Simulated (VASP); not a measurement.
# CdC2 (I4/mmm) in VASP: further runs

The runs below take CdC2 through vibrations by perturbation theory, with LDA.

Everything below comes from runs of VASP 6.6.1. Logs are shortened: lines on timing, memory, paths and dates and some standing lists are left out, and cuts for length are marked.

**1. The cell of the first run**

It takes space group I4/mmm (No. 139, tetragonal). Conventional cell: a = 3.362 Å, b = 3.362 Å, c = 5.492 Å, α = 90.00°, β = 90.00°, γ = 90.00°. Cd (site symmetry 4/mmm) has 10 C at 2.13 to 2.46 Å within 2.8 Å. C (site symmetry 4mm) has 1 C at 1.24 Å within 1.7 Å.

**2. Vibrations by perturbation theory, LDA**

INCAR reads:

```
SYSTEM = CdC2
PREC = Accurate
ENCUT = 520
EDIFF = 1E-8
ISMEAR = 0
SIGMA = 0.01
LREAL = .False.
LASPH = .True.
NELM = 100
ALGO = Normal
ISIF = 2
LWAVE = .False.
LCHARG = .True.
GGA = CA
IBRION = 8
NSW = 1
LEPSILON = .True.
```

KPOINTS reads:

```
Automatic mesh
0
Gamma
  8 8 8
  0 0 0
```

POSCAR reads:

```
CdC2
1.0
   -1.6811267394      1.6811267394      2.7460142085
    1.6811267394     -1.6811267394      2.7460142085
    1.6811267394      1.6811267394     -2.7460142085
Cd C
1 2
Direct
    0.0000000000      0.0000000000      0.0000000000
    0.6127454957      0.6127454957      0.0000000000
    0.3872545043      0.3872545043      0.0000000000
```

Potentials or basis: VASP PAW LDA potentials, release 64 (Cd, C).

Run with:

```bash
> cat potpaw_LDA.64/Cd/POTCAR potpaw_LDA.64/C/POTCAR > POTCAR
> mpirun -np 1 vasp_std > vasp.out
```

OUTCAR:

```text
SYSTEM = CdC2
   PREC = Accurate
   ENCUT = 520
   EDIFF = 1E-8
   ISMEAR = 0
   LREAL = .False.
   LASPH = .True.
   NELM = 100
   ISIF = 2
   GGA = CA
   IBRION = 8
   NSW = 1
   LEPSILON = .True.

 ion  position               nearest neighbor table
   1  0.000  0.000  0.000-   2 2.13   3 2.13   2 2.46   3 2.46   2 2.46   3 2.46   2 2.46   3 2.46
                             3 2.46   2 2.46
   2  0.613  0.613  0.000-   3 1.24   1 2.13   1 2.46   1 2.46   1 2.46   1 2.46
   3  0.387  0.387  0.000-   2 1.24   1 2.13   1 2.46   1 2.46   1 2.46   1 2.46

  LATTYP: Found a body centered tetragonal cell.
 ALAT       =     3.3622534788
 C/A-ratio  =     1.6334367565

  Lattice vectors:

 A1 = (  -1.6811267394,   1.6811267394,   2.7460142085)
 A2 = (   1.6811267394,  -1.6811267394,   2.7460142085)
 A3 = (   1.6811267394,   1.6811267394,  -2.7460142085)

Analysis of symmetry for initial positions (statically):
=====================================================================
 Subroutine PRICEL returns:
 Original cell was already a primitive cell.

 Routine SETGRP: Setting up the symmetry group for a
 body centered tetragonal supercell.

 Subroutine GETGRP returns: Found 16 space group operations
 (whereof 16 operations were pure point group operations)
 out of a pool of 16 trial point group operations.

The static configuration has the point symmetry D_4h.

Analysis of symmetry for dynamics (positions and initial velocities):
=====================================================================
 Subroutine PRICEL returns:
 Original cell was already a primitive cell.

 Routine SETGRP: Setting up the symmetry group for a
 body centered tetragonal supercell.

 Subroutine GETGRP returns: Found 16 space group operations
 (whereof 16 operations were pure point group operations)
 out of a pool of 16 trial point group operations.

The dynamic configuration has the point symmetry D_4h.

 Subroutine INISYM returns: Found 16 space group operations
 (whereof 16 operations are pure point group operations),
 and found     1 'primitive' translations

----------------------------------------------------------------------------------------

                                     Primitive cell

  volume of cell :      31.0430

  direct lattice vectors                    reciprocal lattice vectors
    -1.681126739  1.681126739  2.746014209     0.000000000  0.297419575  0.182082088
     1.681126739 -1.681126739  2.746014209     0.297419575  0.000000000  0.182082088
     1.681126739  1.681126739 -2.746014209     0.297419575  0.297419575  0.000000000

  length of vectors
     3.632212585  3.632212585  3.632212585     0.348729537  0.348729537  0.420614796

  position of ions in fractional coordinates (direct lattice)
     0.000000000  0.000000000  0.000000000
     0.612745496  0.612745496  0.000000000
     0.387254504  0.387254504  0.000000000

  ion indices of the primitive-cell ions
   primitive index   ion index
                 1           1
                 2           2
                 3           3

----------------------------------------------------------------------------------------

 KPOINTS: Automatic mesh

Automatic generation of k-mesh.
 Grid dimensions read from file:
[... 586 lines left out ...]
 -----------------------------------------------------------------------------
    -0.00255  0.00000 -0.00000
     0.00000 -0.00255 -0.00000
    -0.00000  0.00000  0.00460

--------------------------------------- Ionic step        4  -------------------------------------------

------------------------ aborting loop because EDIFF is reached ----------------------------------------

[... ionic steps 5 to 5 ...]

--------------------------------------- Ionic step        6  -------------------------------------------

------------------------ aborting loop because EDIFF is reached ----------------------------------------

--------------------------------------- Ionic step        7  -------------------------------------------

------------------------ aborting loop because EDIFF is reached ----------------------------------------

[... ionic steps 8 to 8 ...]

--------------------------------------- Ionic step        9  -------------------------------------------

 Free energy of the ion-electron system (eV)
  ---------------------------------------------------
  ---------------------------------------------------
  free energy    TOTEN  =        -0.13766472 eV

  energy without entropy =       -0.13766472

------------------------ aborting loop because EDIFF is reached ----------------------------------------

 INTERNAL STRAIN TENSOR  FOR ION    2  DIRECTION 3   (eV/Angst):
 -----------------------------------------------------------------------------
     1.85650  0.00000  0.00000
     0.00000  1.85650 -0.00000
     0.00000 -0.00000-77.53545

 MACROSCOPIC STATIC DIELECTRIC TENSOR (including local field effects in DFT)
 ------------------------------------------------------
           6.422214     0.000000     0.000000
           0.000000     6.422214     0.000000
           0.000000     0.000000     7.703474
 ------------------------------------------------------

 PIEZOELECTRIC TENSOR (including local field effects)  for field in x, y, z        (e  Angst)
          XX          YY          ZZ          XY          YZ          ZX
  --------------------------------------------------------------------------------
  x     0.00000     0.00000     0.00000     0.00000     0.00000     0.00000
  y     0.00000     0.00000     0.00000     0.00000     0.00000     0.00000
  z     0.00000     0.00000     0.00000     0.00000     0.00000     0.00000

 PIEZOELECTRIC TENSOR (including local field effects)  for field in x, y, z        (C/m^2)
          XX          YY          ZZ          XY          YZ          ZX
  --------------------------------------------------------------------------------
  x     0.00000     0.00000     0.00000     0.00000     0.00000     0.00000
  y     0.00000     0.00000     0.00000     0.00000     0.00000     0.00000
  z     0.00000     0.00000     0.00000     0.00000     0.00000     0.00000

 BORN EFFECTIVE CHARGES (including local field effects) (in |e|, cummulative output)
 ---------------------------------------------------------------------------------
 ion    1
    1     2.58296    -0.00000     0.00000
    2     0.00000     2.58296     0.00000
    3     0.00000     0.00000     2.08474
 ion    2
    1    -1.29148     0.00000     0.00000
    2     0.00000    -1.29148     0.00000
    3     0.00000    -0.00000    -1.04237
 ion    3
    1    -1.29148     0.00000     0.00000
    2     0.00000    -1.29148     0.00000
    3     0.00000     0.00000    -1.04237

 INTERNAL STRAIN TENSOR FOR ION    3 for displacements in x,y,z  (eV/Angst):
          X           Y           Z          XY          YZ          ZX
  --------------------------------------------------------------------------------
  x     0.00000     0.00000     0.00000     0.00000     0.00000    -1.55644
  y     0.00000     0.00000     0.00000     0.00000    -2.41043     0.00000
  z    -1.85650    -1.85650    77.53545     0.00000     0.00000     0.00000

 SECOND DERIVATIVES (NOT SYMMETRIZED)
 ------------------------------------
               1X          1Y          1Z          2X          2Y          2Z          3X          3Y          3Z
  1X    -2.244973    0.000000    0.000000    1.122486    0.000000    0.000000    1.122486    0.000000    0.000000
  1Y     0.000000   -2.244973    0.000000    0.000000    1.122486    0.000000    0.000000    1.122486    0.000000
  1Z     0.000000    0.000000  -15.505011    0.000000    0.000000    7.752505    0.000000    0.000000    7.752505
  2X     1.122309    0.000000    0.000000   -3.536903    0.000000    0.000000    2.414594    0.000000    0.000000
  2Y     0.000000    1.122309    0.000000    0.000000   -3.536903    0.000000    0.000000    2.414594    0.000000
  2Z     0.000000    0.000000    7.754142    0.000000    0.000000  -92.961822    0.000000   -0.000000   85.207680
  3X     1.122309    0.000000    0.000000    2.414594    0.000000    0.000000   -3.536903    0.000000    0.000000
  3Y     0.000000    1.122309    0.000000    0.000000    2.414594    0.000000    0.000000   -3.536903    0.000000
  3Z     0.000000    0.000000    7.754142    0.000000   -0.000000   85.207680    0.000000    0.000000  -92.961822

 Eigenvectors and eigenvalues of the dynamical matrix
 ----------------------------------------------------

   1 f  =   60.211275 THz   378.318600 2PiTHz 2008.431954 cm-1   249.013714 meV
             X         Y         Z           dx          dy          dz
      0.000000  0.000000  0.000000     0.000000   -0.000000    0.000000
      0.000000  0.000000  3.365216     0.000000   -0.000000   -0.707107
      0.000000  0.000000  2.126813    -0.000000    0.000000    0.707107
[... 43 lines left out ...]
   9 f/i=    0.000556 THz     0.003495 2PiTHz    0.018556 cm-1     0.002301 meV
             X         Y         Z           dx          dy          dz
      0.000000  0.000000  0.000000    -0.000000   -0.000000   -0.907722
      0.000000  0.000000  3.365216    -0.000000   -0.000000   -0.296683
      0.000000  0.000000  2.126813    -0.000000   -0.000000   -0.296683

--------------------------------------------------------------------------------------------------------

 MACROSCOPIC STATIC DIELECTRIC TENSOR IONIC CONTRIBUTION
 ------------------------------------------------------
          17.323986     0.000000     0.000000
           0.000000    17.323986    -0.000000
           0.000000    -0.000000     1.633822
 ------------------------------------------------------

 ELASTIC MODULI CONTR FROM IONIC RELAXATION (kBar)
 Direction    XX          YY          ZZ          XY          YZ          ZX
 --------------------------------------------------------------------------------
 XX          -1.9968     -1.9968     83.3949      0.0000      0.0000      0.0000
 YY          -1.9968     -1.9968     83.3949      0.0000      0.0000      0.0000
 ZZ          83.3949     83.3949  -3482.9254      0.0000     -0.0000     -0.0000
 XY           0.0000      0.0000      0.0000      0.0000      0.0000      0.0000
 YZ           0.0000      0.0000     -0.0000      0.0000   -100.7722     -0.0000
 ZX           0.0000      0.0000     -0.0000      0.0000     -0.0000    -42.0160
 --------------------------------------------------------------------------------

 PIEZOELECTRIC TENSOR IONIC CONTR  for field in x, y, z        (C/m^2)
          XX          YY          ZZ          XY          YZ          ZX
  --------------------------------------------------------------------------------
  x    -0.00000    -0.00000     0.00000     0.00000     0.00000     0.00000
  y    -0.00000    -0.00000     0.00000     0.00000    -0.00000     0.00000
  z     0.00000     0.00000     0.00000     0.00000    -0.00000     0.00000
```

It took 4.4 min on 1 thread of Intel Xeon Platinum 8488C (Sapphire Rapids), shared host; peak memory 0.28 GiB.

What came out:

| Item | Value |
| --- | --- |
| Electronic dielectric tensor (diagonal) | 6.42, 6.42, 7.70 |
| Born charges (mean of the diagonal) | Cd +2.42; C -1.21 e |
| Highest phonon frequency at Γ, LO-TO splitting left out | 2008 cm⁻¹ |

Phonon frequencies in cm⁻¹ (negative: imaginary):
| q point | frequencies |
| --- | --- |
| (0.000, 0.000, 0.000) | 0 0 0 176 176 367 367 462 2008 |

Electronic dielectric tensor:
```
6.42 0.00 0.00
0.00 6.42 0.00
0.00 0.00 7.70
```

Born effective charge tensors (e):
atom 1, Cd
```
2.58 0.00 0.00
0.00 2.58 0.00
0.00 0.00 2.08
```
atom 2, C
```
-1.29  0.00  0.00
 0.00 -1.29  0.00
 0.00  0.00 -1.04
```
atom 3, C
```
-1.29  0.00  0.00
 0.00 -1.29  0.00
 0.00  0.00 -1.04
```

Caveat: the cell wasn't relaxed at this level first, which shifts response properties.

**3. Vibrations by perturbation theory, LDA**

This run uses another cell than the first one, of 10.87 Å³/atom, 1.050 times its volume.

INCAR reads:

```
ALGO = Normal
EDIFF = 1E-8
ENCUT = 520
GGA = CA
IBRION = 8
ISIF = 2
ISMEAR = 0
LASPH = T
LCHARG = F
LEPSILON = T
LREAL = F
LWAVE = F
NBANDS = 17
NELM = 100
NSW = 1
PREC = Accurate
SIGMA = 0.01
```

KPOINTS reads:

```
k-points
0
Gamma
  8 8 8
```

POSCAR reads:

```
CdC2
1.0
   -1.7244246339      1.7244246339      2.7415439486
    1.7244246339     -1.7244246339      2.7415439486
    1.7244246339      1.7244246339     -2.7415439486
Cd C
1 2
Direct
    0.0000000000      0.0000000000      0.0000000000
    0.6129800340      0.6129800340      0.0000000000
    0.3870199660      0.3870199660      0.0000000000
```

Potentials or basis: VASP PAW LDA potentials, release 64 (Cd, C).

Run with:

```bash
> cat potpaw_LDA.64/Cd/POTCAR potpaw_LDA.64/C/POTCAR > POTCAR
> mpirun -np 1 vasp_std > vasp.out
```

OUTCAR:

```text
EDIFF = 1E-8
   ENCUT = 520
   GGA = CA
   IBRION = 8
   ISIF = 2
   ISMEAR = 0
   LASPH = T
   LEPSILON = T
   LREAL = F
   NELM = 100
   NSW = 1
   PREC = Accurate

 ion  position               nearest neighbor table
   1  0.000  0.000  0.000-   2 2.12   3 2.12   2 2.52   3 2.52   2 2.52   2 2.52   2 2.52   3 2.52
                             3 2.52   3 2.52
   2  0.613  0.613  0.000-   3 1.24   1 2.12   1 2.52   1 2.52   1 2.52   1 2.52
   3  0.387  0.387  0.000-   2 1.24   1 2.12   1 2.52   1 2.52   1 2.52   1 2.52
[... 878 lines left out ...]
             X         Y         Z           dx          dy          dz
      0.000000  0.000000  0.000000    -0.085676    0.904035   -0.000000
      0.000000  0.000000  3.361023    -0.027939    0.294805   -0.000000
      0.000000  0.000000  2.122064    -0.027939    0.294805   -0.000000

--------------------------------------------------------------------------------------------------------

 MACROSCOPIC STATIC DIELECTRIC TENSOR IONIC CONTRIBUTION
 ------------------------------------------------------
          47.331888     0.000000    -0.000000
           0.000000    47.331888    -0.000000
          -0.000000    -0.000000     1.292651
 ------------------------------------------------------

 ELASTIC MODULI CONTR FROM IONIC RELAXATION (kBar)
 Direction    XX          YY          ZZ          XY          YZ          ZX
 --------------------------------------------------------------------------------
 XX          -1.7947     -1.7947     77.1132      0.0000      0.0000     -0.0000
 YY          -1.7947     -1.7947     77.1132      0.0000      0.0000     -0.0000
 ZZ          77.1132     77.1132  -3313.3005      0.0000     -0.0000      0.0000
 XY           0.0000      0.0000      0.0000      0.0000      0.0000      0.0000
 YZ           0.0000      0.0000     -0.0000      0.0000   -111.4061     -0.0000
 ZX          -0.0000     -0.0000      0.0000      0.0000     -0.0000    -51.1279
 --------------------------------------------------------------------------------

 PIEZOELECTRIC TENSOR IONIC CONTR  for field in x, y, z        (C/m^2)
          XX          YY          ZZ          XY          YZ          ZX
  --------------------------------------------------------------------------------
  x     0.00000     0.00000    -0.00000     0.00000     0.00000    -0.00000
  y    -0.00000    -0.00000     0.00000     0.00000    -0.00000    -0.00000
  z    -0.00000    -0.00000     0.00000     0.00000    -0.00000     0.00000
```

It took 3.9 min on 1 thread of Intel Xeon 6975P-C (Granite Rapids), shared host; peak memory 0.31 GiB.

Results:

* Electronic dielectric tensor (diagonal): 6.18, 6.18, 7.32
* Born charges (mean of the diagonal): Cd +2.43; C -1.21 e
* Highest phonon frequency at Γ, LO-TO splitting left out: 2012 cm⁻¹

Phonon frequencies in cm⁻¹ (negative: imaginary):
```
              q point                     frequencies
(0.000, 0.000, 0.000)  0 0 0 107 107 358 358 479 2012
```

Electronic dielectric tensor:
```
6.18 0.00 0.00
0.00 6.18 0.00
0.00 0.00 7.32
```

Born effective charge tensors (e):
atom 1, Cd
```
2.66 0.00 0.00
0.00 2.66 0.00
0.00 0.00 1.97
```
atom 2, C
```
-1.33  0.00  0.00
 0.00 -1.33  0.00
 0.00  0.00 -0.99
```
atom 3, C
```
-1.33  0.00  0.00
 0.00 -1.33  0.00
 0.00  0.00 -0.99
```

Caveat: the cell wasn't relaxed at this level first, which shifts response properties.

(Part 1 of 2 ends here.)
